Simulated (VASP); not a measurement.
# Sc (P6_3/mmc) in VASP: notebook

The runs below take Sc through relaxation of cell and atoms, single point, with PBE.

All numbers are computed with VASP 6.6.1; they aren't measurements. Logs are shortened: lines on timing, memory, paths and dates and some standing lists are left out, and cuts for length are marked.

## Step 1: The cell of the first run

It takes space group P6_3/mmc (No. 194, hexagonal). The conventional cell has a = 2.630 Å, b = 2.630 Å, c = 4.260 Å, α = 90.00°, β = 90.00°, γ = 120.00°. Within 3.5 Å of Sc (site symmetry -6m2) lie 12 Sc at 2.62 to 2.63 Å.

## Step 2: Relaxation of cell and atoms, PBE, target pressure 89 GPa, at which the enthalpy is minimised

The input, INCAR:

```
SYSTEM = Sc
PREC = Accurate
ENCUT = 600
EDIFF = 1E-6
ISMEAR = -1
SIGMA = 0.1
LREAL = .False.
LASPH = .True.
NELM = 60
ALGO = Normal
ISIF = 3
LWAVE = .False.
LCHARG = .False.
GGA = PE
IBRION = 2
NSW = 60
EDIFFG = -0.005
PSTRESS = 890.0
```

The input, KPOINTS:

```
Automatic mesh
0
Gamma
  17 17 9
  0 0 0
```

The input, POSCAR:

```
Sc
1.0
    2.6297681600      0.0000000000      0.0000000000
   -1.3148840800      2.2774460326      0.0000000000
    0.0000000000      0.0000000000      4.2602244192
Sc
2
Direct
    0.3333333333      0.6666666667      0.2500000000
    0.6666666667      0.3333333333      0.7500000000
```

Potentials or basis: VASP PAW PBE potentials, release 64 (Sc_sv).

The run is started by

```sh
> cat potpaw_PBE.64/Sc_sv/POTCAR > POTCAR
> mpirun -np 1 vasp_std > vasp.out
```

OUTCAR:

```text
SYSTEM = Sc
   PREC = Accurate
   ENCUT = 600
   EDIFF = 1E-6
   ISMEAR = -1
   LREAL = .False.
   LASPH = .True.
   NELM = 60
   ISIF = 3
   GGA = PE
   IBRION = 2
   NSW = 60
   EDIFFG = -0.005
   PSTRESS = 890.0

 ion  position               nearest neighbor table
   1  0.333  0.667  0.250-   2 2.62   2 2.62   2 2.62   2 2.62   2 2.62   2 2.62
   2  0.667  0.333  0.750-   1 2.62   1 2.62   1 2.62   1 2.62   1 2.62   1 2.62

  LATTYP: Found a hexagonal cell.
 ALAT       =     2.6297681600
 C/A-ratio  =     1.6200000000

  Lattice vectors:

 A1 = (   2.6297681600,   0.0000000000,   0.0000000000)
 A2 = (  -1.3148840800,   2.2774460326,   0.0000000000)
 A3 = (   0.0000000000,   0.0000000000,   4.2602244192)

Analysis of symmetry for initial positions (statically):
=====================================================================
 Subroutine PRICEL returns:
 Original cell was already a primitive cell.

 Routine SETGRP: Setting up the symmetry group for a
 hexagonal supercell.

 Subroutine GETGRP returns: Found 24 space group operations
 (whereof 12 operations were pure point group operations)
 out of a pool of 24 trial point group operations.

The static configuration has the point symmetry D_3d.
 The point group associated with its full space group is D_6h.

Analysis of symmetry for dynamics (positions and initial velocities):
=====================================================================
 Subroutine PRICEL returns:
 Original cell was already a primitive cell.

 Routine SETGRP: Setting up the symmetry group for a
 hexagonal supercell.

 Subroutine GETGRP returns: Found 24 space group operations
 (whereof 12 operations were pure point group operations)
 out of a pool of 24 trial point group operations.

The dynamic configuration has the point symmetry D_3d.
 The point group associated with its full space group is D_6h.

 Subroutine INISYM returns: Found 24 space group operations
 (whereof 12 operations are pure point group operations),
 and found     1 'primitive' translations

----------------------------------------------------------------------------------------

                                     Primitive cell

  volume of cell :      25.5151

  direct lattice vectors                    reciprocal lattice vectors
     2.629768160  0.000000000  0.000000000     0.380261658  0.219544170  0.000000000
[... 104 lines left out ...]
   IMIX   =      4    mixing-type and parameters
     AMIX     =   0.40;   BMIX     =  1.00
     AMIX_MAG =   1.60;   BMIX_MAG =  1.00
  volume/ion in A,a.u.               =      12.76        86.09
  Fermi-wavevector in a.u.,A,eV,Ry     =   1.558176  2.944525 33.033734  2.427911
  Thomas-Fermi vector in A             =   2.661718
   LORBIT       =      0    0 simple, 1 ext, 2 COOP (PROOUT), +10 PAW based schemes
   GGA     = PE    functional components
   LHFCALC =     F    Hartree Fock is set to
   AEXX    =    0.0000 exact exchange contribution
   IVDW    =     0    specifies the selected vdW correction
   LEPSILON=     F    determine dielectric tensor
   LRPA    =     F    only Hartree local field effects (RPA)
 conjugate gradient relaxation of ions
 non-spin polarized calculation
  energy-cutoff  :      600.00
  volume of cell :       25.52
 maximum number of plane-waves:       866
 NGX is ok and might be reduce to    24
   NGX = 11   NGY = 11   NGZ = 17

--------------------------------------- Ionic step        1  -------------------------------------------

 number of electron      22.0000002 magnetization

 Free energy of the ion-electron system (eV)
  ---------------------------------------------------
  ext. energy  EPLUGINS =         0.00000000
  ---------------------------------------------------
  free energy    TOTEN  =        -7.99670307 eV

  energy without entropy =       -7.92665117  energy(sigma->0) =       -7.96167712

------------------------ aborting loop because EDIFF is reached ----------------------------------------

  FORCE on cell =-STRESS in cart. coord.  units (eV):
  Direction    XX          YY          ZZ          XY          YZ          ZX
  --------------------------------------------------------------------------------------
  -------------------------------------------------------------------------------------
  Total       14.7666830     14.7666830     14.8189708     -0.0000000     -0.0000000      0.0000000
  in kB      927.2471338    927.2471338    930.5304501     -0.0000000     -0.0000000      0.0000000
  external PRESSURE =      38.3415726 kB  Pullay stress =     890.0000000 kB
[... 139 lines left out ...]
--------------------------------------- Ionic step        5  -------------------------------------------

 number of electron      22.0000002 magnetization

 Free energy of the ion-electron system (eV)
  ---------------------------------------------------
  ext. energy  EPLUGINS =         0.00000000
  ---------------------------------------------------
  free energy    TOTEN  =        -8.21511829 eV

  energy without entropy =       -8.14412533  energy(sigma->0) =       -8.17962181

 E-fermi :   8.4748     XC(G=0): -12.8298

 val. band max:        8.4651691814   @ k =   0.1176   0.1176   0.2222
 cond. band min:       8.4765809871   @ k =   0.1765   0.1765   0.3333
 fundamental gap:      0.0114118058
 Fermi energy:         8.4747769309

 k-point     1 :       0.0000    0.0000    0.0000
  band No.  band energies     occupation
      1     -40.0552      2.00000
      2     -39.3212      2.00000
      3     -19.8778      2.00000
      4     -17.4657      2.00000
      5     -17.4657      2.00000
      6     -17.1398      2.00000
      7     -17.1398      2.00000
      8     -17.1077      2.00000
      9       3.2761      2.00000
     10       5.7887      2.00000
     11      10.6304      0.00000
     12      10.6304      0.00000
     13      10.6961      0.00000
     14      11.5495      0.00000
[... 401 lines left out ...]
      2     -39.1460      2.00000
      3     -19.1682      2.00000
      4     -18.6734      2.00000
      5     -18.6498      2.00000
      6     -17.8734      2.00000
      7     -17.5254      2.00000
      8     -17.4134      2.00000
      9       6.3555      2.00000
     10       7.6876      1.99924
     11       7.6944      1.99918
     12       7.9585      1.98861
     13      10.1785      0.00000
     14      10.6700      0.00000
     15      11.7049      0.00000

 [... further k-points ...]

------------------------ aborting loop because EDIFF is reached ----------------------------------------

  FORCE on cell =-STRESS in cart. coord.  units (eV):
  Direction    XX          YY          ZZ          XY          YZ          ZX
  --------------------------------------------------------------------------------------
  -------------------------------------------------------------------------------------
  Total       14.3966573     14.3966573     14.3796551      0.0000000      0.0000000      0.0000000
  in kB      890.5787531    890.5787530    889.5269961      0.0000000      0.0000000      0.0000000
  external PRESSURE =       0.2281674 kB  Pullay stress =     890.0000000 kB
[... 21 lines left out ...]
  energy  without entropy=       -8.1441253283  energy(sigma->0) =       -8.17962181

  enthalpy is  TOTEN    =         6.1721831828 eV   P V=       14.3873014740

 reached required accuracy - stopping structural energy minimisation
```

OSZICAR:

```text
N       E                     dE             d eps       ncg     rms          rms(c)
DAV:   1     0.362185971575E+03    0.36219E+03   -0.12389E+04  4974   0.200E+03
DAV:   2     0.118878558975E+02   -0.35030E+03   -0.34593E+03  6215   0.694E+02
DAV:   3    -0.812338233207E+01   -0.20011E+02   -0.19617E+02  8064   0.212E+02
DAV:   4    -0.850136122924E+01   -0.37798E+00   -0.33354E+00  6803   0.217E+01
[... 33 lines left out ...]
       N       E                     dE             d eps       ncg     rms          rms(c)
DAV:   1    -0.821512935956E+01   -0.58484E-03   -0.16050E-03  5440   0.890E-01    0.273E-02
DAV:   2    -0.821512458808E+01    0.47715E-05   -0.10529E-04  7621   0.167E-01    0.170E-02
DAV:   3    -0.821511849853E+01    0.60895E-05   -0.20522E-05  8352   0.705E-02    0.320E-03
DAV:   4    -0.821511829120E+01    0.20733E-06   -0.89863E-07  2618   0.206E-02
   5 F= 0.61721832E+01 E0= 0.62076797E+01  d E =-.654051E-05
```

Run time: 91 s. Hardware: 1 thread of Intel Xeon Platinum 8488C (Sapphire Rapids), shared host; peak memory 0.21 GiB.

What came out:

```
Free energy                                            : -8.2151 eV
Relaxed volume                                         : 12.95 Å³/atom
Relaxed cell                                           : a = 2.643 Å, b = 2.643 Å, c = 4.281 Å, α = 90.00°, β = 90.00°, γ = 120.00°
Space group after relaxing (to 0.05 Å)                 : P6_3/mmc (No. 194)
Energy change on relaxing (the enthalpy is what falls) : -109.2 meV/atom
Ionic steps                                            : 5
Pressure after relaxing                                : 89.0 GPa
Band gap on the k mesh                                 : zero (band 11 reaches 10.63 eV, above the bottom of band 12 at 7.96 eV)
```

Step by step:
| step | energy change (eV) | largest force (eV/Å) | pressure (GPa) | volume (Å³) |
| --- | --- | --- | --- | --- |
| 1 | 0.0000 | 0.0000 | 92.83 | 25.52 |
| 2 | -0.6232 | 0.0000 | 81.90 | 26.66 |
| 3 | -0.2222 | 0.0000 | 88.95 | 25.91 |
| 4 | -0.2178 | 0.0000 | 89.00 | 25.90 |
| 5 | -0.2184 | 0.0000 | 89.02 | 25.90 |

Final structure:
```
CELL_PARAMETERS angstrom
2.64297 0.00000 0.00000
-1.32149 2.28888 0.00000
0.00000 0.00000 4.28138
ATOMIC_POSITIONS crystal
Sc 0.33333 0.66667 0.25000
Sc 0.66667 0.33333 0.75000
```

Levels at points of the mesh, in eV from the Fermi level:
| k point | band 8 | band 9 | band 10 | band 11 | band 12 | band 13 | band 14 | band 15 |
| --- | --- | --- | --- | --- | --- | --- | --- | --- |
| (0.00, 0.00, 0.00) | -25.58 | -5.20 | -2.69 | 2.16 | 2.16 | 2.22 | 3.07 | 3.07 |

Caveat: the cell is relaxed towards a set pressure, so the enthalpy falls and the energy may rise.

[end of part 1 of 2]
